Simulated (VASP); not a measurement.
# ZrMoS3 (Pm-3m) in VASP: single point with PBE

Aim: the single point of ZrMoS3 with PBE.

Everything below comes from runs of VASP 6.6.1. Logs are shortened: lines on timing, memory, paths and dates and some standing lists are left out, and cuts for length are marked.

## (1) The cell of the first run

It takes space group Pm-3m (No. 221, cubic). The conventional cell has a = 4.944 Å, b = 4.944 Å, c = 4.944 Å, α = 90.00°, β = 90.00°, γ = 90.00°. Within 3.3 Å of Zr (site symmetry m-3m) lie 6 S at 2.47 Å. Mo (site symmetry m-3m) has 12 S at 3.50 Å and 8 Zr at 4.28 Å within 4.6 Å. Within 3.3 Å of S (site symmetry 4/mmm) lie 2 Zr at 2.47 Å.

The cell was generated, and may not be a known phase.

## (2) Single point, PBE, collinear spin

The input, INCAR:

```
SYSTEM = ZrMoS3
PREC     = Accurate       ! precision mode
ENCUT    = 520            ! plane-wave cutoff, eV
EDIFF    = 1E-6           ! SCF threshold, eV
ISMEAR   = 0              ! smearing method
SIGMA    = 0.1            ! smearing width, eV
LREAL    = .FALSE.        ! projectors in reciprocal space
LASPH    = .TRUE.         ! aspherical terms in the spheres
NELM     = 150            ! most SCF steps
ALGO     = Normal         ! electronic algorithm
ISIF     = 2              ! what is computed and relaxed
LWAVE    = .FALSE.        ! write WAVECAR
LCHARG   = .TRUE.         ! write CHGCAR
ISPIN    = 2              ! spin polarisation
MAGMOM   = 0 4.34 0 0 0   ! initial moments
LORBIT   = 11             ! projections on sites
LMAXMIX  = 4              ! l up to which the mixer works
GGA      = PE             ! functional
LELF     = .TRUE.         ! ELF
LVHAR    = .TRUE.       
NBANDS   = 34             ! bands
```

The input, KPOINTS:

```
Automatic mesh
0
G
  8 8 8
  0 0 0
```

The input, POSCAR:

```
ZrMoS3
1.0
    4.9441475537      0.0000000000      0.0000000000
    0.0000000000      4.9441475537      0.0000000000
    0.0000000000      0.0000000000      4.9441475537
Zr Mo S
1 1 3
Direct
    0.5000000000      0.5000000000      0.5000000000
    0.0000000000      0.0000000000      0.0000000000
    0.0000000000      0.5000000000      0.5000000000
    0.5000000000      0.0000000000      0.5000000000
    0.5000000000      0.5000000000      0.0000000000
```

Potentials or basis: VASP PAW PBE potentials, release 64 (Zr_sv, Mo_sv, S).

Run with:

```console
$ cat potpaw_PBE.64/Zr_sv/POTCAR potpaw_PBE.64/Mo_sv/POTCAR potpaw_PBE.64/S/POTCAR > POTCAR
$ mpirun -np 1 vasp_std > vasp.out
```

OUTCAR:

```text
SYSTEM = ZrMoS3
   PREC = Accurate
   ENCUT = 520
   EDIFF = 1E-6
   ISMEAR = 0
   LREAL = .FALSE.
   LASPH = .TRUE.
   NELM = 150
   ISIF = 2
   ISPIN = 2
   LORBIT = 11
   GGA = PE

 ion  position               nearest neighbor table
   1  0.500  0.500  0.500-   3 2.47   4 2.47   5 2.47   5 2.47   4 2.47   3 2.47
   2  0.000  0.000  0.000-
   3  0.000  0.500  0.500-   1 2.47   1 2.47
   4  0.500  0.000  0.500-   1 2.47   1 2.47
   5  0.500  0.500  0.000-   1 2.47   1 2.47

  LATTYP: Found a simple cubic cell.
 ALAT       =     4.9441475537

  Lattice vectors:

 A1 = (   4.9441475537,   0.0000000000,   0.0000000000)
 A2 = (   0.0000000000,   4.9441475537,   0.0000000000)
 A3 = (   0.0000000000,   0.0000000000,   4.9441475537)

Analysis of symmetry for initial positions (statically):
=====================================================================
 Subroutine PRICEL returns:
 Original cell was already a primitive cell.

 Routine SETGRP: Setting up the symmetry group for a
 simple cubic supercell.

 Subroutine GETGRP returns: Found 48 space group operations
 (whereof 48 operations were pure point group operations)
 out of a pool of 48 trial point group operations.

The static configuration has the point symmetry O_h .

Analysis of symmetry for dynamics (positions and initial velocities):
=====================================================================
 Subroutine PRICEL returns:
 Original cell was already a primitive cell.

 Routine SETGRP: Setting up the symmetry group for a
 simple cubic supercell.

 Subroutine GETGRP returns: Found 48 space group operations
 (whereof 48 operations were pure point group operations)
 out of a pool of 48 trial point group operations.

The dynamic configuration has the point symmetry O_h .

Analysis of structural, dynamic, and magnetic symmetry:
=====================================================================
 Subroutine PRICEL returns:
 Original cell was already a primitive cell.

 Routine SETGRP: Setting up the symmetry group for a
 simple cubic supercell.

 Subroutine GETGRP returns: Found 48 space group operations
 (whereof 48 operations were pure point group operations)
 out of a pool of 48 trial point group operations.

The overall configuration has the point symmetry O_h .

 Subroutine INISYM returns: Found 48 space group operations
 (whereof 48 operations are pure point group operations),
 and found     1 'primitive' translations

----------------------------------------------------------------------------------------

                                     Primitive cell

  volume of cell :     120.8577

  direct lattice vectors                    reciprocal lattice vectors
     4.944147554  0.000000000  0.000000000     0.202259336  0.000000000  0.000000000
     0.000000000  4.944147554  0.000000000     0.000000000  0.202259336  0.000000000
     0.000000000  0.000000000  4.944147554     0.000000000  0.000000000  0.202259336

  length of vectors
     4.944147554  4.944147554  4.944147554     0.202259336  0.202259336  0.202259336

  position of ions in fractional coordinates (direct lattice)
     0.500000000  0.500000000  0.500000000
     0.000000000  0.000000000  0.000000000
     0.000000000  0.500000000  0.500000000
     0.500000000  0.000000000  0.500000000
     0.500000000  0.500000000  0.000000000

  ion indices of the primitive-cell ions
   primitive index   ion index
                 1           1
                 2           2
                 3           3
                 4           4
                 5           5

----------------------------------------------------------------------------------------

 KPOINTS: Automatic mesh

Automatic generation of k-mesh.
 Grid dimensions read from file:
 generate k-points for:    8    8    8

 Generating k-lattice:

  Cartesian coordinates                     Fractional coordinates (reciprocal lattice)
     0.025282417  0.000000000  0.000000000     0.125000000  0.000000000  0.000000000
     0.000000000  0.025282417  0.000000000     0.000000000  0.125000000  0.000000000
     0.000000000  0.000000000  0.025282417     0.000000000  0.000000000  0.125000000

  Length of vectors
     0.025282417  0.025282417  0.025282417

  Shift w.r.t. Gamma in fractional coordinates (k-lattice)
     0.000000000  0.000000000  0.000000000

 Subroutine IBZKPT returns following result:
 ===========================================

 Found     35 irreducible k-points:

 Following reciprocal coordinates:
            Coordinates               Weight
  0.000000  0.000000  0.000000      1.000000
  0.125000  0.000000  0.000000      6.000000
  0.250000  0.000000  0.000000      6.000000
  0.375000  0.000000  0.000000      6.000000
  0.500000  0.000000  0.000000      3.000000
  0.125000  0.125000  0.000000     12.000000
[... 16 lines left out ...]
  0.375000  0.375000  0.125000     24.000000
  0.500000  0.375000  0.125000     24.000000
 [... further k-points ...]
   k-points           NKPTS =     35   k-points in BZ     NKDIM =     35   number of bands    NBANDS=     34
   number of dos      NEDOS =    301   number of ions     NIONS =      5
   total plane-waves  NPLWV =  64000
   dimension x,y,z NGX =    40 NGY =   40 NGZ =   40
   dimension x,y,z NGXF=    80 NGYF=   80 NGZF=   80
   ions per type =               1   1   3
   NGX,Y,Z   is equivalent  to a cutoff of  13.45, 13.45, 13.45 a.u.
   NGXF,Y,Z  is equivalent  to a cutoff of  26.90, 26.90, 26.90 a.u.
 SYSTEM =  ZrMoS3
   PREC   = accura    normal or accurate (medium, high low for compatibility)
   ISTART =      0    job   : 0-new  1-cont  2-samecut
   ICHARG =      2    charge: 1-file 2-atom 10-const
   ISPIN  =      2    spin polarized calculation?
   LNONCOLLINEAR =      F non collinear calculations
   LSORBIT =      F    spin-orbit coupling
   LASPH  =      T    aspherical Exc in radial PAW
   ENCUT  =  520.0 eV  38.22 Ry    6.18 a.u.   9.19  9.19  9.19*2*pi/ulx,y,z
   NELM   =    150;   NELMIN=  2; NELMDL= -5     # of ELM steps
   EDIFF  = 0.1E-05   stopping-criterion for ELM
   LREAL  =      F    real-space projection
   EDIFFG = 0.1E-04   stopping-criterion for IOM
   NSW    =      0    number of steps for IOM
   IBRION =     -1    ionic relax: 0-MD 1-quasi-New 2-CG
   NFREE  =      0    steps in history (QN), initial steepest desc. (CG)
   ISIF   =      2    stress and relaxation
   ISYM   =      2    0-nonsym 1-usesym 2-fastsym
   POTIM  = 0.5000    time-step for ionic-motion
   TEBEG  =    0.0;   TEEND  =   0.0 temperature during run
   PSTRESS=    0.0 pullay stress
   NELECT =      44.0000    total number of electrons
   NUPDOWN=      -1.0000    fix difference up-down
   EMIN   =  10.00;   EMAX   =-10.00  energy-range for DOS
   EFERMI =   0.00;   METHOD = LEGACY
   ISMEAR =     0;   SIGMA  =   0.10  broadening in eV -4-tet -1-fermi 0-gaus
   EFERMI_NEDOS =   21; number of points for ismear=-14 and -15
   IALGO  =     38    algorithm
   IMIX   =      4    mixing-type and parameters
     AMIX     =   0.40;   BMIX     =  1.00
     AMIX_MAG =   1.60;   BMIX_MAG =  1.00
  volume/ion in A,a.u.               =      24.17       163.12
  Fermi-wavevector in a.u.,A,eV,Ry     =   1.168964  2.209021 18.592031  1.366476
  Thomas-Fermi vector in A             =   2.305443
   LORBIT       =     11    0 simple, 1 ext, 2 COOP (PROOUT), +10 PAW based schemes
   GGA     = PE    functional components
   LHFCALC =     F    Hartree Fock is set to
   AEXX    =    0.0000 exact exchange contribution
   IVDW    =     0    specifies the selected vdW correction
   LEPSILON=     F    determine dielectric tensor
   LRPA    =     F    only Hartree local field effects (RPA)
 spin polarized calculation
 Gauss-broadening in eV      SIGMA  =   0.10
  energy-cutoff  :      520.00
  volume of cell :      120.86
 maximum number of plane-waves:      3294
 NGX is ok and might be reduce to    40
   NGX = 19   NGY = 19   NGZ = 19

 number of electron      44.0000003 magnetization       3.9999099

 Free energy of the ion-electron system (eV)
  ---------------------------------------------------
  ext. energy  EPLUGINS =         0.00000000
  ---------------------------------------------------
  free energy    TOTEN  =       -31.54091181 eV

  energy without entropy =      -31.51848841  energy(sigma->0) =      -31.52970011

 E-fermi :   4.8298     XC(G=0):  -9.5480

 val. band max:        4.8257099516   @ k =   0.5000   0.1250   0.0000
 cond. band min:       4.8310387185   @ k =   0.5000   0.5000   0.3750
 fundamental gap:      0.0053287669
 Fermi energy:         4.8297819065

 spin component 1

 k-point     1 :       0.0000    0.0000    0.0000
  band No.  band energies     occupation
      1     -56.8824      1.00000
      2     -44.3104      1.00000
      3     -31.0910      1.00000
      4     -31.0910      1.00000
      5     -31.0910      1.00000
      6     -22.4135      1.00000
[... 26 lines left out ...]
     33      11.8122      0.00000
     34      11.8122      0.00000

 k-point     2 :       0.1250    0.0000    0.0000
  band No.  band energies     occupation
      1     -56.8824      1.00000
      2     -44.3104      1.00000
      3     -31.0911      1.00000
      4     -31.0910      1.00000
      5     -31.0910      1.00000
      6     -22.4174      1.00000
[... 26 lines left out ...]
     33      11.7969      0.00000
     34      11.9913      0.00000
[... 775 lines left out ...]
     33      10.7998      0.00000
     34      12.0620      0.00000

 k-point    24 :       0.5000    0.3750    0.1250
  band No.  band energies     occupation
      1     -56.8824      1.00000
      2     -44.3097      1.00000
      3     -31.0916      1.00000
      4     -31.0915      1.00000
      5     -31.0910      1.00000
      6     -22.4394      1.00000
[... 26 lines left out ...]
     33      10.9339      0.00000
     34      12.1168      0.00000

 [... further k-points ...]

 spin component 2

 k-point     1 :       0.0000    0.0000    0.0000
  band No.  band energies     occupation
      1     -54.4338      1.00000
      2     -44.2672      1.00000
      3     -28.3720      1.00000
      4     -28.3720      1.00000
      5     -28.3720      1.00000
      6     -22.3617      1.00000
[... 26 lines left out ...]
     33      12.3217      0.00000
     34      12.3217      0.00000

 k-point     2 :       0.1250    0.0000    0.0000
  band No.  band energies     occupation
      1     -54.4338      1.00000
      2     -44.2672      1.00000
      3     -28.3721      1.00000
      4     -28.3719      1.00000
      5     -28.3719      1.00000
      6     -22.3657      1.00000
[... 26 lines left out ...]
     33      12.0046      0.00000
     34      12.4653      0.00000
[... 775 lines left out ...]
     33      11.6247      0.00000
     34      12.1059      0.00000

 k-point    24 :       0.5000    0.3750    0.1250
  band No.  band energies     occupation
      1     -54.4338      1.00000
      2     -44.2665      1.00000
      3     -28.3727      1.00000
      4     -28.3726      1.00000
      5     -28.3719      1.00000
      6     -22.3882      1.00000
[... 26 lines left out ...]
     33      11.8048      0.00000
     34      12.1303      0.00000

 [... further k-points ...]
[... 5 lines left out ...]
  --------------------------------------------------------------------------------------
  -------------------------------------------------------------------------------------
  Total       -0.0258752     -0.0258752     -0.0258752     -0.0000000     -0.0000000     -0.0000000
  in kB       -0.3430198     -0.3430198     -0.3430198     -0.0000000     -0.0000000     -0.0000000
  external PRESSURE =      -0.3430198 kB  Pullay stress =       0.0000000 kB

 VOLUME and BASIS-vectors are now :
 -----------------------------------------------------------------------------
  energy-cutoff  :      520.00
  volume of cell :      120.86
      direct lattice vectors                 reciprocal lattice vectors
     4.944147554  0.000000000  0.000000000     0.202259336  0.000000000  0.000000000
     0.000000000  4.944147554  0.000000000     0.000000000  0.202259336  0.000000000
     0.000000000  0.000000000  4.944147554     0.000000000  0.000000000  0.202259336

 POSITION                                       TOTAL-FORCE (eV/Angst)
 -----------------------------------------------------------------------------------
      2.47207      2.47207      2.47207         0.000000      0.000000      0.000000
      0.00000      0.00000      0.00000         0.000000      0.000000      0.000000
      0.00000      2.47207      2.47207         0.000000      0.000000      0.000000
      2.47207      0.00000      2.47207         0.000000      0.000000      0.000000
      2.47207      2.47207      0.00000         0.000000      0.000000      0.000000
 -----------------------------------------------------------------------------------
    total drift:                                0.000000      0.000000     -0.000000

  FREE ENERGIE OF THE ION-ELECTRON SYSTEM (eV)
  ---------------------------------------------------
  free  energy   TOTEN  =       -31.5409118150 eV

  energy  without entropy=      -31.5184884060  energy(sigma->0) =      -31.52970011

 total charge

# of ion       s       p       d       tot
------------------------------------------
    1        2.185   6.036   1.526   9.747
    2        2.081   5.979   3.859  11.919
    3        1.347   2.399   0.000   3.746
    4        1.347   2.399   0.000   3.746
    5        1.347   2.399   0.000   3.746
--------------------------------------------------
tot          8.307  19.211   5.385  32.903

 magnetization (x)

# of ion       s       p       d       tot
------------------------------------------
    1        0.002   0.001   0.065   0.068
    2        0.037   0.023   3.627   3.687
    3        0.001  -0.104   0.000  -0.102
    4        0.001  -0.104   0.000  -0.102
    5        0.001  -0.104   0.000  -0.102
--------------------------------------------------
tot          0.044  -0.287   3.692   3.448
```

It took 3.8 min on 1 thread of Oxide Virtual Turin-like, shared host; peak memory 0.39 GiB.

Results:

| Item | Value |
| --- | --- |
| Free energy | -31.5409 eV |
| Pressure | 0.0 GPa |
| Band gap on the k mesh | zero (filled and empty bands overlap) |
| Net moment | 4.00 μB per cell |
| Site moments | Zr +0.07; Mo +3.69; S -0.10 μB |
| Valence electrons inside the program's atomic spheres | Zr 9.75; Mo 11.92; S 3.75 |
